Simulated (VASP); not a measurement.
Write the native input for VASP 6.6.1 that does the following.

| Property | Result |
| --- | --- |
| Task | single point |
| Functional | PBEsol |
| Potentials or basis | VASP PAW PBE potentials, release 64 (Se, Ti_sv) |
| Cutoff | 520 eV |
| k mesh | 8 × 8 × 3 |
| Occupations | fermi-dirac, width 0.05 eV |
| Spin | non-collinear spin, zero start, spin-orbit coupling |
| Starting moments | [[0.0, 0.0, 0.0], [0.0, 0.0, 0.0], [0.0, 0.0, 0.0], [0.0, 0.0, 0.0]] μB |
| Dipole correction | no |
| Further INCAR settings | ALGO = Normal; EDIFF = 1e-07; NBANDS = 56 |

The structure of Ti3Se lies in POSCAR:

```
Ti3Se
1.0
    3.1974455988      0.0000000000      0.0000000000
   -1.5987227994      2.7690691158      0.0000000000
    0.0000000000      0.0000000000      7.9427450000
Se Ti
1 3
Direct
    0.0000000000      0.0000000000      0.0000000000
    0.6666666667      0.3333333333      0.5000000000
    0.3333333333      0.6666666667      0.7729020000
    0.3333333333      0.6666666667      0.2270980000
```

The input as run:

INCAR

```
SYSTEM = Ti3Se
PREC     = Accurate       ! precision mode
ENCUT    = 520            ! plane-wave cutoff, eV
EDIFF    = 1E-7           ! SCF threshold, eV
ISMEAR   = -1             ! smearing method
SIGMA    = 0.05           ! smearing width, eV
LREAL    = .FALSE.        ! projectors in reciprocal space
LASPH    = .TRUE.         ! aspherical terms in the spheres
NELM     = 150            ! most SCF steps
ALGO     = Normal         ! electronic algorithm
ISIF     = 2              ! what is computed and relaxed
LWAVE    = .FALSE.        ! write WAVECAR
LCHARG   = .TRUE.         ! write CHGCAR
LNONCOLLINEAR= .TRUE.         ! non-collinear magnetism
MAGMOM   = 0 0 0 0 0 0 0 0 0 0 0 0 ! initial moments
LORBIT   = 11             ! projections on sites
LSORBIT  = .TRUE.         ! spin-orbit coupling
GGA_COMPAT= .FALSE.      
LORBMOM  = .TRUE.       
LMAXMIX  = 4              ! l up to which the mixer works
GGA      = PS             ! functional
LVHAR    = .TRUE.       
NBANDS   = 56             ! bands
```

KPOINTS

```
Automatic mesh
0
G
  8 8 3
  0 0 0
```

Potentials or basis: VASP PAW PBE potentials, release 64 (Se, Ti_sv).

Launch:

```sh
$ cat potpaw_PBE.64/Se/POTCAR potpaw_PBE.64/Ti_sv/POTCAR > POTCAR
$ mpirun -np 1 vasp_ncl > vasp.out
```

Results of the run:

| Item | Value |
| --- | --- |
| Pressure | -4.3 GPa |
| Largest force | 0.088 eV/Å |
| Net moment | 0.00 μB per cell |
| Valence electrons inside the program's atomic spheres | Se 3.98; Ti 10.16, 10.22 (each value once) |

Caveat: the cell stands under tension; the PAW data sets were made with another functional, which shifts forces and pressure a little.

It took 2.2 min on 1 thread of Intel(R) Xeon(R) 6975P-C (Granite Rapids), on a shared host, peak memory 0.41 GiB.
